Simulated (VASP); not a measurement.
# TiO2 (P2_1/c) in VASP: single point with PBE

Aim: the single point of TiO2 with PBE.

All numbers are computed with VASP 6.6.1; they aren't measurements. Logs are shortened: lines on timing, memory, paths and dates and some standing lists are left out, and cuts for length are marked.

## (1) The cell of the first run

It takes space group P2_1/c (No. 14, monoclinic). Conventional cell: a = 4.803 Å, b = 4.867 Å, c = 5.040 Å, α = 90.00°, β = 99.87°, γ = 90.00°. Ti (site symmetry 1) has 7 O at 1.86 to 2.22 Å within 2.5 Å. O (site symmetry 1) has 4 Ti at 1.99 to 2.22 Å and 8 O at 2.41 to 2.80 Å within 2.8 Å. O (site symmetry 1) has 3 Ti at 1.86 to 2.03 Å and 2 O at 2.41 to 2.43 Å within 2.5 Å.

## (2) Single point, PBE

INCAR reads:

```
PREC = Accurate
ENCUT = 520
EDIFF = 1E-7
ISMEAR = -1
SIGMA = 0.02
LREAL = F
LASPH = T
NELM = 100
ALGO = Normal
ISIF = 2
LWAVE = F
LCHARG = F
GGA = PE
NBANDS = 60
```

KPOINTS reads:

```
Automatic mesh
0
Gamma
  6 6 6
```

POSCAR reads:

```
TiO2
1.0
    4.8034638742      0.0000000000     -0.0184775790
    0.0000000000      4.8665845341      0.0000000000
   -0.8448343849      0.0000000000      4.9689819188
Ti O
4 8
Direct
    0.2770109266      0.4454957368      0.7145491956
    0.7229890734      0.9454957368      0.7854508044
    0.7229890734      0.5545042632      0.2854508044
    0.2770109266      0.0545042632      0.2145491956
    0.4463089557      0.7419958939      0.9634471535
    0.5536910443      0.2419958939      0.5365528465
    0.5536910443      0.2580041061      0.0365528465
    0.4463089557      0.7580041061      0.4634471535
    0.0635758105      0.3224640599      0.3521157703
    0.9364241895      0.8224640599      0.1478842297
    0.9364241895      0.6775359401      0.6478842297
    0.0635758105      0.1775359401      0.8521157703
```

Potentials or basis: VASP PAW PBE potentials, release 64 (Ti_sv, O).

Launch:

```sh
$ cat potpaw_PBE.64/Ti_sv/POTCAR potpaw_PBE.64/O/POTCAR > POTCAR
$ mpirun -np 1 vasp_std > vasp.out
```

OUTCAR:

```text
PREC = Accurate
   ENCUT = 520
   EDIFF = 1E-7
   ISMEAR = -1
   LREAL = F
   LASPH = T
   NELM = 100
   ISIF = 2
   GGA = PE

 ion  position               nearest neighbor table
   1  0.277  0.445  0.715-  12 1.86  11 1.97   6 1.99   5 1.99   9 2.03   7 2.12   8 2.22
   2  0.723  0.945  0.785-  11 1.86  12 1.97   5 1.99   6 1.99  10 2.03   8 2.12   7 2.22
   3  0.723  0.555  0.285-  10 1.86   9 1.97   8 1.99   7 1.99  11 2.03   5 2.12   6 2.22
   4  0.277  0.055  0.215-   9 1.86  10 1.97   7 1.99   8 1.99  12 2.03   6 2.12   5 2.22
   5  0.446  0.742  0.963-   2 1.99   1 1.99   3 2.12   4 2.22
   6  0.554  0.242  0.537-   1 1.99   2 1.99   4 2.12   3 2.22
   7  0.554  0.258  0.037-   4 1.99   3 1.99   1 2.12   2 2.22
   8  0.446  0.758  0.463-   3 1.99   4 1.99   2 2.12   1 2.22
   9  0.064  0.322  0.352-   4 1.86   3 1.97   1 2.03
  10  0.936  0.822  0.148-   3 1.86   4 1.97   2 2.03
  11  0.936  0.678  0.648-   2 1.86   1 1.97   3 2.03
  12  0.064  0.178  0.852-   1 1.86   2 1.97   4 2.03

  LATTYP: Found a simple monoclinic cell.
 ALAT       =     4.8034994131
 B/A-ratio  =     1.0131331589
 C/A-ratio  =     1.0492954990
 COS(beta)  =    -0.1714072444

  Lattice vectors:

 A1 = (   4.8034638742,   0.0000000000,  -0.0184775790)
 A2 = (   0.0000000000,   4.8665845341,   0.0000000000)
 A3 = (  -0.8448343849,   0.0000000000,   4.9689819188)

Analysis of symmetry for initial positions (statically):
=====================================================================
 Subroutine PRICEL returns:
 Original cell was already a primitive cell.

 Routine SETGRP: Setting up the symmetry group for a
 simple monoclinic supercell.

 Subroutine GETGRP returns: Found  4 space group operations
 (whereof  2 operations were pure point group operations)
 out of a pool of  4 trial point group operations.

The static configuration has the point symmetry S_2 .
 The point group associated with its full space group is C_2h.

Analysis of symmetry for dynamics (positions and initial velocities):
=====================================================================
 Subroutine PRICEL returns:
 Original cell was already a primitive cell.

 Routine SETGRP: Setting up the symmetry group for a
 simple monoclinic supercell.

 Subroutine GETGRP returns: Found  4 space group operations
 (whereof  2 operations were pure point group operations)
 out of a pool of  4 trial point group operations.

The dynamic configuration has the point symmetry S_2 .
 The point group associated with its full space group is C_2h.

 Subroutine INISYM returns: Found  4 space group operations
 (whereof  2 operations are pure point group operations),
 and found     1 'primitive' translations

----------------------------------------------------------------------------------------

                                     Primitive cell

  volume of cell :     116.0813

  direct lattice vectors                    reciprocal lattice vectors
     4.803463874  0.000000000 -0.018477579     0.208319346  0.000000000  0.035418794
     0.000000000  4.866584534  0.000000000     0.000000000  0.205482920  0.000000000
    -0.844834385  0.000000000  4.968981919     0.000774653  0.000000000  0.201380176

  length of vectors
     4.803499413  4.866584534  5.040290314     0.211308876  0.205482920  0.201381666

  position of ions in fractional coordinates (direct lattice)
     0.277010927  0.445495737  0.714549196
     0.722989073  0.945495737  0.785450804
     0.722989073  0.554504263  0.285450804
     0.277010927  0.054504263  0.214549196
     0.446308956  0.741995894  0.963447153
     0.553691044  0.241995894  0.536552847
     0.553691044  0.258004106  0.036552847
     0.446308956  0.758004106  0.463447153
     0.063575810  0.322464060  0.352115770
     0.936424190  0.822464060  0.147884230
     0.936424190  0.677535940  0.647884230
     0.063575810  0.177535940  0.852115770

  ion indices of the primitive-cell ions
   primitive index   ion index
                 1           1
                 2           2
                 3           3
                 4           4
                 5           5
                 6           6
                 7           7
                 8           8
                 9           9
                10          10
                11          11
                12          12

----------------------------------------------------------------------------------------

 KPOINTS: Automatic mesh

Automatic generation of k-mesh.
 Grid dimensions read from file:
 generate k-points for:    6    6    6

 Generating k-lattice:

  Cartesian coordinates                     Fractional coordinates (reciprocal lattice)
     0.034719891  0.000000000  0.005903132     0.166666667  0.000000000  0.000000000
     0.000000000  0.034247153  0.000000000     0.000000000  0.166666667  0.000000000
     0.000129109  0.000000000  0.033563363     0.000000000  0.000000000  0.166666667

  Length of vectors
     0.035218146  0.034247153  0.033563611

  Shift w.r.t. Gamma in fractional coordinates (k-lattice)
     0.000000000  0.000000000  0.000000000

 Subroutine IBZKPT returns following result:
 ===========================================

 Found     80 irreducible k-points:

 Following reciprocal coordinates:
            Coordinates               Weight
  0.000000  0.000000  0.000000      1.000000
  0.166667  0.000000 -0.000000      2.000000
  0.333333  0.000000 -0.000000      2.000000
  0.500000  0.000000 -0.000000      1.000000
  0.000000  0.166667  0.000000      2.000000
  0.166667  0.166667 -0.000000      4.000000
[... 16 lines left out ...]
 -0.000000  0.166667  0.166667      4.000000
  0.166667  0.166667  0.166667      4.000000
 [... further k-points ...]
   k-points           NKPTS =     80   k-points in BZ     NKDIM =     80   number of bands    NBANDS=     60
   number of dos      NEDOS =    301   number of ions     NIONS =     12
   total plane-waves  NPLWV =  51840
   dimension x,y,z NGX =    36 NGY =   36 NGZ =   40
   dimension x,y,z NGXF=    72 NGYF=   72 NGZF=   80
   ions per type =               4   8
   NGX,Y,Z   is equivalent  to a cutoff of  12.46, 12.30, 13.19 a.u.
   NGXF,Y,Z  is equivalent  to a cutoff of  24.92, 24.60, 26.39 a.u.
 SYSTEM =  unknown system
   PREC   = accura    normal or accurate (medium, high low for compatibility)
   ISTART =      0    job   : 0-new  1-cont  2-samecut
   ICHARG =      2    charge: 1-file 2-atom 10-const
   ISPIN  =      1    spin polarized calculation?
   LNONCOLLINEAR =      F non collinear calculations
   LSORBIT =      F    spin-orbit coupling
   LASPH  =      T    aspherical Exc in radial PAW
   ENCUT  =  520.0 eV  38.22 Ry    6.18 a.u.   8.93  9.05  9.37*2*pi/ulx,y,z
   NELM   =    100;   NELMIN=  2; NELMDL= -5     # of ELM steps
   EDIFF  = 0.1E-06   stopping-criterion for ELM
   LREAL  =      F    real-space projection
   EDIFFG = 0.1E-05   stopping-criterion for IOM
   NSW    =      0    number of steps for IOM
   IBRION =     -1    ionic relax: 0-MD 1-quasi-New 2-CG
   NFREE  =      0    steps in history (QN), initial steepest desc. (CG)
   ISIF   =      2    stress and relaxation
   ISYM   =      2    0-nonsym 1-usesym 2-fastsym
   POTIM  = 0.5000    time-step for ionic-motion
   TEBEG  =    0.0;   TEEND  =   0.0 temperature during run
   PSTRESS=    0.0 pullay stress
   NELECT =      96.0000    total number of electrons
   NUPDOWN=      -1.0000    fix difference up-down
   EMIN   =  10.00;   EMAX   =-10.00  energy-range for DOS
   EFERMI =   0.00;   METHOD = LEGACY
   ISMEAR =    -1;   SIGMA  =   0.02  broadening in eV -4-tet -1-fermi 0-gaus
   EFERMI_NEDOS =   21; number of points for ismear=-14 and -15
   IALGO  =     38    algorithm
   IMIX   =      4    mixing-type and parameters
     AMIX     =   0.40;   BMIX     =  1.00
     AMIX_MAG =   1.60;   BMIX_MAG =  1.00
  volume/ion in A,a.u.               =       9.67        65.28
  Fermi-wavevector in a.u.,A,eV,Ry     =   1.536660  2.903867 32.127777  2.361325
  Thomas-Fermi vector in A             =   2.643278
   LORBIT       =      0    0 simple, 1 ext, 2 COOP (PROOUT), +10 PAW based schemes
   GGA     = PE    functional components
   LHFCALC =     F    Hartree Fock is set to
   AEXX    =    0.0000 exact exchange contribution
   IVDW    =     0    specifies the selected vdW correction
   LEPSILON=     F    determine dielectric tensor
   LRPA    =     F    only Hartree local field effects (RPA)
 non-spin polarized calculation
  energy-cutoff  :      520.00
  volume of cell :      116.08
 maximum number of plane-waves:      3160
   NGX = 17   NGY = 19   NGZ = 19

 number of electron      95.9999994 magnetization

 Free energy of the ion-electron system (eV)
  ---------------------------------------------------
  ext. energy  EPLUGINS =         0.00000000
  ---------------------------------------------------
  free energy    TOTEN  =      -106.90994215 eV

  energy without entropy =     -106.90994215  energy(sigma->0) =     -106.90994215

 E-fermi :   6.1718     XC(G=0): -11.8754

 val. band max:        5.7040827689   @ k =   0.0000   0.0000   0.0000
 cond. band min:       8.0160895123   @ k =   0.5000   0.0000  -0.0000
 fundamental gap:      2.3120067434
 Fermi energy:         6.1717782737

 k-point     1 :       0.0000    0.0000    0.0000
  band No.  band energies     occupation
      1     -50.9562      2.00000
      2     -50.9197      2.00000
      3     -50.9176      2.00000
      4     -50.9165      2.00000
      5     -27.3907      2.00000
      6     -27.3700      2.00000
[... 52 lines left out ...]
     59      10.3413      0.00000
     60      10.3575      0.00000

 k-point     2 :       0.1667    0.0000   -0.0000
  band No.  band energies     occupation
      1     -50.9540      2.00000
      2     -50.9219      2.00000
      3     -50.9197      2.00000
      4     -50.9144      2.00000
      5     -27.3749      2.00000
      6     -27.3684      2.00000
[... 1383 lines left out ...]
      4     -50.9142      2.00000
      5     -27.3497      2.00000
      6     -27.3382      2.00000
[... 52 lines left out ...]
     59      10.2059      0.00000
     60      10.3363      0.00000

 [... further k-points ...]

------------------------ aborting loop because EDIFF is reached ----------------------------------------

  FORCE on cell =-STRESS in cart. coord.  units (eV):
  Direction    XX          YY          ZZ          XY          YZ          ZX
  --------------------------------------------------------------------------------------
  -------------------------------------------------------------------------------------
  Total        4.7533841      4.6673780      4.5646660      0.0000000      0.0000000      0.0462733
  in kB       65.6071857     64.4201110     63.0024595      0.0000000      0.0000000      0.6386741
  external PRESSURE =      64.3432521 kB  Pullay stress =       0.0000000 kB

 VOLUME and BASIS-vectors are now :
 -----------------------------------------------------------------------------
  energy-cutoff  :      520.00
  volume of cell :      116.08
      direct lattice vectors                 reciprocal lattice vectors
     4.803463874  0.000000000 -0.018477579     0.208319346  0.000000000  0.035418794
     0.000000000  4.866584534  0.000000000     0.000000000  0.205482920  0.000000000
    -0.844834385  0.000000000  4.968981919     0.000774653  0.000000000  0.201380176

 POSITION                                       TOTAL-FORCE (eV/Angst)
 -----------------------------------------------------------------------------------
      0.72694      2.16804      3.54546         0.098763      0.037596      0.047000
      2.80928      4.60133      3.88953        -0.098763      0.037596     -0.047000
      3.23169      2.69854      1.40504        -0.098763     -0.037596     -0.047000
      1.14935      0.26525      1.06097         0.098763     -0.037596      0.047000
      1.32988      3.61099      4.77910        -0.109607      0.017021      0.050676
      2.20634      1.17769      2.65589         0.109607      0.017021     -0.050676
      2.62875      1.25560      0.17140         0.109607     -0.017021     -0.050676
      1.75229      3.68889      2.29461        -0.109607     -0.017021      0.050676
      0.00790      1.56930      1.74848        -0.083232      0.019259     -0.044788
      4.37314      4.00259      0.71753         0.083232      0.019259      0.044788
      3.95072      3.29729      3.20202         0.083232     -0.019259      0.044788
     -0.41451      0.86399      4.23297        -0.083232     -0.019259     -0.044788
 -----------------------------------------------------------------------------------
    total drift:                                0.000000      0.000000     -0.000000

  FREE ENERGIE OF THE ION-ELECTRON SYSTEM (eV)
  ---------------------------------------------------
  free  energy   TOTEN  =      -106.9099421503 eV

  energy  without entropy=     -106.9099421503  energy(sigma->0) =     -106.90994215
```

Wall time 24 min (1 thread of Intel Xeon 8259CL, shared host); peak memory 0.45 GiB.

What came out:

```
Free energy            : -106.9099 eV
Pressure               : 6.4 GPa
Largest force          : 0.122 eV/Å
Band gap on the k mesh : 2.31 eV (least direct gap 2.42 eV)
```

Forces on the atoms (eV/Å):
```
Ti   0.099  0.038  0.047
Ti  -0.099  0.038 -0.047
Ti  -0.099 -0.038 -0.047
Ti   0.099 -0.038  0.047
O   -0.110  0.017  0.051
O    0.110  0.017 -0.051
O    0.110 -0.017 -0.051
O   -0.110 -0.017  0.051
O   -0.083  0.019 -0.045
O    0.083  0.019  0.045
O    0.083 -0.019  0.045
O   -0.083 -0.019 -0.045
```

Caveat: the cell stands under pressure. A k mesh can miss the band edges.
